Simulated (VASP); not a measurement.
# CuO (C2/c) in VASP: further runs

The runs below take CuO through single point, with r2SCAN.

All numbers are computed with VASP 6.6.1; they aren't measurements. Logs are shortened: lines on timing, memory, paths and dates and some standing lists are left out, and cuts for length are marked.

### 1 The cell of the first run

The structure is monoclinic, space group C2/c (No. 15). Conventional cell: a = 4.680 Å, b = 3.477 Å, c = 5.119 Å, α = 90.00°, β = 98.64°, γ = 90.00°. Cu (site symmetry -1) has 4 O at 1.89 to 2.00 Å within 2.5 Å. Within 2.6 Å of O (site symmetry 2) lie 4 Cu at 1.89 to 2.00 Å and 2 O at 2.57 Å.

### 2 Single point, r2SCAN, collinear spin, zero start

The input, POSCAR:

```
CuO
1.0
    2.3398500000     -1.7384000000      0.0000000000
    2.3398500000      1.7384000000      0.0000000000
   -0.7694000000      0.0000000000      5.0611500000
Cu O
2 2
Direct
    0.0000000000      0.5000000000      0.0000000000
    0.5000000000      0.0000000000      0.5000000000
    0.5379000000      0.4621000000      0.2500000000
    0.4621000000      0.5379000000      0.7500000000
```

The input, INCAR.step1:

```
SYSTEM = CuO
PREC = Accurate
ENCUT = 520
ISMEAR = 0
SIGMA = 0.1
LREAL = .False.
LASPH = .True.
NELM = 150
ISPIN = 2
MAGMOM = 0 0 0 0
NUPDOWN = 0.0
LMAXMIX = 4
NBANDS = 29
GGA = PE
ALGO = Normal
EDIFF = 1E-4
LWAVE = .True.
LCHARG = .False.
```

The input, INCAR.step2:

```
SYSTEM = CuO
PREC = Accurate
ENCUT = 520
EDIFF = 1E-7
ISMEAR = 0
SIGMA = 0.1
LREAL = .False.
LASPH = .True.
NELM = 150
ALGO = Normal
ISIF = 2
LWAVE = .False.
LCHARG = .False.
ISPIN = 2
MAGMOM = 0 0 0 0
LORBIT = 11
NUPDOWN = 0.0
LMAXMIX = 4
METAGGA = R2SCAN
LMIXTAU = .True.
NBANDS = 29
ISTART = 1
```

The input, KPOINTS:

```
regular mesh
0
Gamma
  8 8 5
  0 0 0
```

Potentials or basis: VASP PAW PBE potentials, release 64 (Cu, O).

The run is started by

```console
> cat potpaw_PBE.64/Cu/POTCAR potpaw_PBE.64/O/POTCAR > POTCAR
> cp INCAR.step1 INCAR
> mpirun -np 1 vasp_std > vasp.out
> cp INCAR.step2 INCAR
> mpirun -np 1 vasp_std > vasp.out
```

OUTCAR:

```text
SYSTEM = CuO
   PREC = Accurate
   ENCUT = 520
   EDIFF = 1E-7
   ISMEAR = 0
   LREAL = .False.
   LASPH = .True.
   NELM = 150
   ISIF = 2
   ISPIN = 2
   LORBIT = 11
   NUPDOWN = 0.0
   METAGGA = R2SCAN
   ISTART = 1

 ion  position               nearest neighbor table
   1  0.000  0.500  0.000-   3 1.89   4 1.89   4 2.00   3 2.00
   2  0.500  0.000  0.500-   4 1.89   3 1.89   4 2.00   3 2.00
   3  0.538  0.462  0.250-   2 1.89   1 1.89   2 2.00   1 2.00
   4  0.462  0.538  0.750-   1 1.89   2 1.89   2 2.00   1 2.00

  LATTYP: Found a base centered monoclinic cell.
 ALAT       =     4.6797000000
 B/A-ratio  =     0.7429536081
 C/A-ratio  =     1.0939372948
 COS(beta)  =    -0.1502940337

  Lattice vectors:

 A1 = (   2.3398500000,  -1.7384000000,   0.0000000000)
 A2 = (   2.3398500000,   1.7384000000,   0.0000000000)
 A3 = (  -0.7694000000,   0.0000000000,   5.0611500000)

Analysis of symmetry for initial positions (statically):
=====================================================================
 Subroutine PRICEL returns:
 Original cell was already a primitive cell.

 Routine SETGRP: Setting up the symmetry group for a
 base centered monoclinic supercell.

 Subroutine GETGRP returns: Found  4 space group operations
 (whereof  2 operations were pure point group operations)
 out of a pool of  4 trial point group operations.

The static configuration has the point symmetry S_2 .
 The point group associated with its full space group is C_2h.

Analysis of symmetry for dynamics (positions and initial velocities):
=====================================================================
 Subroutine PRICEL returns:
 Original cell was already a primitive cell.

 Routine SETGRP: Setting up the symmetry group for a
 base centered monoclinic supercell.

 Subroutine GETGRP returns: Found  4 space group operations
 (whereof  2 operations were pure point group operations)
 out of a pool of  4 trial point group operations.

The dynamic configuration has the point symmetry S_2 .
 The point group associated with its full space group is C_2h.

Analysis of structural, dynamic, and magnetic symmetry:
=====================================================================
 Subroutine PRICEL returns:
 Original cell was already a primitive cell.

 Routine SETGRP: Setting up the symmetry group for a
 base centered monoclinic supercell.

 Subroutine GETGRP returns: Found  4 space group operations
 (whereof  2 operations were pure point group operations)
 out of a pool of  4 trial point group operations.
[... 129 lines left out ...]
  Thomas-Fermi vector in A             =   2.642622
   LORBIT       =     11    0 simple, 1 ext, 2 COOP (PROOUT), +10 PAW based schemes
   METAGGA = R2SCAN    functional components
   LHFCALC =     F    Hartree Fock is set to
   AEXX    =    0.0000 exact exchange contribution
   IVDW    =     0    specifies the selected vdW correction
   LEPSILON=     F    determine dielectric tensor
   LRPA    =     F    only Hartree local field effects (RPA)
 spin polarized calculation
 Gauss-broadening in eV      SIGMA  =   0.10
  energy-cutoff  :      520.00
  volume of cell :       41.17
 maximum number of plane-waves:      1141
 NGX is ok and might be reduce to    24
   NGX = 11   NGY = 11   NGZ = 19

 number of electron      34.0000016 magnetization       0.0000000

 number of electron      34.0000016 magnetization      -0.0000000

 Free energy of the ion-electron system (eV)
  ---------------------------------------------------
  ext. energy  EPLUGINS =         0.00000000
  ---------------------------------------------------
  free energy    TOTEN  =       -36.36934366 eV

  energy without entropy =      -36.35950090  energy(sigma->0) =      -36.36442228

 E-fermi :   5.4414     XC(G=0): -12.4941

 val. band max:        5.4290883851   @ k =  -0.2500   0.3750   0.4000
 cond. band min:       5.4839267283   @ k =   0.5000   0.0000   0.2000
 fundamental gap:      0.0548383432
 Fermi energy:         5.4413907415

 spin component 1

 k-point     1 :       0.0000    0.0000    0.0000
  band No.  band energies     occupation
      1     -15.7740      1.00000
      2     -14.4216      1.00000
      3      -3.1233      1.00000
      4      -0.5259      1.00000
      5      -0.0533      1.00000
      6       1.7403      1.00000
[... 757 lines left out ...]
     28      25.5726      0.00000
     29      27.1973      0.00000

 [... further k-points ...]

 spin component 2

 k-point     1 :       0.0000    0.0000    0.0000
  band No.  band energies     occupation
      1     -15.7740      1.00000
      2     -14.4216      1.00000
      3      -3.1233      1.00000
      4      -0.5259      1.00000
      5      -0.0533      1.00000
      6       1.7403      1.00000
[... 757 lines left out ...]
     28      25.5726      0.00000
     29      27.1973      0.00000

 [... further k-points ...]
[... 5 lines left out ...]
  --------------------------------------------------------------------------------------
  -------------------------------------------------------------------------------------
  Total       -0.2192559      0.9656184      1.0239487      0.0000000      0.0000000      1.1707581
  in kB       -8.5318821     37.5750163     39.8448170      0.0000000      0.0000000     45.5575969
  external PRESSURE =      22.9626504 kB  Pullay stress =       0.0000000 kB

 VOLUME and BASIS-vectors are now :
 -----------------------------------------------------------------------------
  energy-cutoff  :      520.00
  volume of cell :       41.17
      direct lattice vectors                 reciprocal lattice vectors
     2.339850000 -1.738400000  0.000000000     0.213688912 -0.287620801  0.032485156
     2.339850000  1.738400000  0.000000000     0.213688912  0.287620801  0.032485156
    -0.769400000  0.000000000  5.061150000     0.000000000  0.000000000  0.197583553

 POSITION                                       TOTAL-FORCE (eV/Angst)
 -----------------------------------------------------------------------------------
      1.16993      0.86920      0.00000        -0.000000      0.000000      0.000000
      0.78523     -0.86920      2.53057        -0.000000      0.000000      0.000000
      2.14750     -0.13177      1.26529        -0.000000     -0.430310      0.000000
      1.76280      0.13177      3.79586         0.000000      0.430310     -0.000000
 -----------------------------------------------------------------------------------
    total drift:                                0.000000      0.000000     -0.000000

  FREE ENERGIE OF THE ION-ELECTRON SYSTEM (eV)
  ---------------------------------------------------
  free  energy   TOTEN  =       -36.3693436572 eV

  energy  without entropy=      -36.3595009035  energy(sigma->0) =      -36.36442228

 total charge

# of ion       s       p       d       tot
------------------------------------------
    1        0.397   0.418   9.148   9.963
    2        0.397   0.418   9.148   9.963
    3        1.581   3.421   0.000   5.002
    4        1.581   3.421   0.000   5.002
--------------------------------------------------
tot          3.956   7.677  18.296  29.929

 magnetization (x)

# of ion       s       p       d       tot
------------------------------------------
    1       -0.000   0.000  -0.000  -0.000
    2       -0.000   0.000  -0.000  -0.000
    3       -0.000  -0.000   0.000  -0.000
    4       -0.000  -0.000   0.000  -0.000
--------------------------------------------------
tot         -0.000  -0.000  -0.000  -0.000
```

OUTCAR.step1:

```text
SYSTEM = CuO
   PREC = Accurate
   ENCUT = 520
   ISMEAR = 0
   LREAL = .False.
   LASPH = .True.
   NELM = 150
[... 1794 lines left out ...]
      0.78523     -0.86920      2.53057         0.000000      0.000000      0.000000
      2.14750     -0.13177      1.26529         0.000000     -0.450115      0.000000
      1.76280      0.13177      3.79586        -0.000000      0.450115     -0.000000
 -----------------------------------------------------------------------------------
    total drift:                                0.000000      0.000000     -0.000000

  FREE ENERGIE OF THE ION-ELECTRON SYSTEM (eV)
  ---------------------------------------------------
  free  energy   TOTEN  =       -19.5368086784 eV

  energy  without entropy=      -19.5263808082  energy(sigma->0) =      -19.53159474
```

It took 4.1 min on 1 thread of Intel Xeon 6975P-C (Granite Rapids), shared host; peak memory 0.29 GiB.

Results:

```
Free energy                                           : -36.3693 eV
Pressure                                              : 2.3 GPa
Largest force                                         : 0.430 eV/Å
Net moment                                            : 0.00 μB per cell
Valence electrons inside the program's atomic spheres : Cu 9.96; O 5.00
```

Forces in eV/Å, atoms in the order of the input:
```
Cu   0.000  0.000  0.000
Cu   0.000  0.000  0.000
O    0.000 -0.430  0.000
O    0.000  0.430  0.000
```

Caveat: the PAW data sets were made with another functional, which shifts forces and pressure a little; the total moment is fixed, so each spin has its own Fermi level.

### 3 Single point, r2SCAN, collinear spin

POSCAR is that of step 2.

The input, INCAR.step1:

```
PREC = Accurate
ENCUT = 520
ISMEAR = 0
SIGMA = 0.1
LREAL = False
LASPH = True
NELM = 150
ISPIN = 2
MAGMOM = 1 1 0 0
LMAXMIX = 4
NBANDS = 29
GGA = PE
ALGO = Normal
EDIFF = 1E-4
LWAVE = True
LCHARG = False
```

The input, INCAR.step2:

```
PREC = Accurate
ENCUT = 520
EDIFF = 1E-6
ISMEAR = 0
SIGMA = 0.1
LREAL = False
LASPH = True
NELM = 150
ALGO = Normal
ISIF = 2
LWAVE = False
LCHARG = True
ISPIN = 2
MAGMOM = 1 1 0 0
LORBIT = 11
LMAXMIX = 4
METAGGA = R2SCAN
LMIXTAU = True
LELF = True
LVHAR = True
NBANDS = 29
ISTART = 1
```

The input, KPOINTS:

```
Automatic mesh
0
Gamma
  8 8 5
```

Potentials or basis: VASP PAW PBE potentials, release 64 (Cu, O).

The run is started by

```console
> cat potpaw_PBE.64/Cu/POTCAR potpaw_PBE.64/O/POTCAR > POTCAR
> cp INCAR.step1 INCAR
> mpirun -np 1 vasp_std > vasp.out
> cp INCAR.step2 INCAR
> mpirun -np 1 vasp_std > vasp.out
```

Wall time 4 min (1 thread of Intel Xeon 6975P-C (Granite Rapids), shared host); peak memory 0.29 GiB.

The run converged. Its results:

```
Free energy                                           : -36.3693 eV
Pressure                                              : 2.3 GPa
Largest force                                         : 0.430 eV/Å
Band gap on the k mesh                                : zero (filled and empty bands overlap)
Net moment                                            : 0.01 μB per cell
Valence electrons inside the program's atomic spheres : Cu 9.96; O 5.00
```

Forces on the atoms (eV/Å):
```
Cu   0.000  0.000  0.000
Cu   0.000  0.000  0.000
O    0.000 -0.430  0.000
O    0.000  0.430  0.000
```

Stress tensor (GPa, compression positive):
```
-0.85  0.00  4.56
 0.00  3.76  0.00
 4.56  0.00  3.99
```

Levels at points of the mesh, in eV from the Fermi level:
Spin up:
```csv
k point,band 15,band 16,band 17,band 18,band 19,band 20
"(0.00, 0.00, 0.00)",-2.46,-1.97,0.22,0.98,2.08,6.67
"(0.50, 0.00, 0.00)",-1.76,-1.69,0.17,0.34,4.66,6.68
"(0.50, 0.50, 0.00)",-1.74,-1.46,-0.98,1.13,3.25,7.92
```
Spin down:
| k point | band 13 | band 14 | band 15 | band 16 | band 17 | band 18 | band 19 | band 20 | band 21 | band 22 |
| --- | --- | --- | --- | --- | --- | --- | --- | --- | --- | --- |
| (0.00, 0.00, 0.00) | -2.67 | -2.58 | -2.46 | -1.97 | 0.22 | 0.99 | 2.09 | 6.67 | 8.47 | 14.58 |
| (0.50, 0.00, 0.00) | -2.43 | -1.90 | -1.76 | -1.68 | 0.18 | 0.35 | 4.66 | 6.68 | 7.27 | 11.90 |
| (0.50, 0.50, 0.00) | -2.47 | -2.44 | -1.73 | -1.46 | -0.97 | 1.14 | 3.25 | 7.92 | 8.66 | 10.60 |

Caveat: the PAW data sets were made with another functional, which shifts forces and pressure a little; semilocal functionals often make such compounds metallic where correlation or magnetic order opens a gap, which also shifts bond lengths.
